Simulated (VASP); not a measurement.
V:

```
V
1.0
    -1.51435    1.51435    1.51435
     1.51435   -1.51435    1.51435
     1.51435    1.51435   -1.51435
V
1
Direct
  0.00000 0.00000 0.00000
```

* Program: VASP 6.6.1
* Task: relaxation of cell and atoms
* Functional: PBE
* Potentials or basis: VASP PAW PBE potentials, release 64 (V_sv)
* Cutoff: 600 eV
* k mesh: 20 × 20 × 20
* Occupations: gaussian, width 0.1 eV
* Spin: no spin polarisation

At the start: pressure -5.3 GPa; volume 13.89 Å³/atom.

Where does the relaxation end?

Over 3 steps the energy falls by 7.1 meV/atom and the volume is 13.47 Å³/atom (-3.0 %); space group Im-3m (No. 229, to 0.05 Å).

The path:
| step | energy change (eV) | largest force (eV/Å) | pressure (GPa) | volume (Å³) |
| --- | --- | --- | --- | --- |
| 1 | 0.0000 | 0.0000 | -5.29 | 13.89 |
| 2 | 0.0032 | 0.0000 | 7.12 | 12.99 |
| 3 | -0.0071 | 0.0000 | -0.04 | 13.47 |

Final structure:
```xyz
1
Lattice="-1.4990 1.4990 1.4990 1.4990 -1.4990 1.4990 1.4990 1.4990 -1.4990" Properties=species:S:1:pos:R:3 pbc="T T T"
V     0.0000    0.0000    0.0000
```
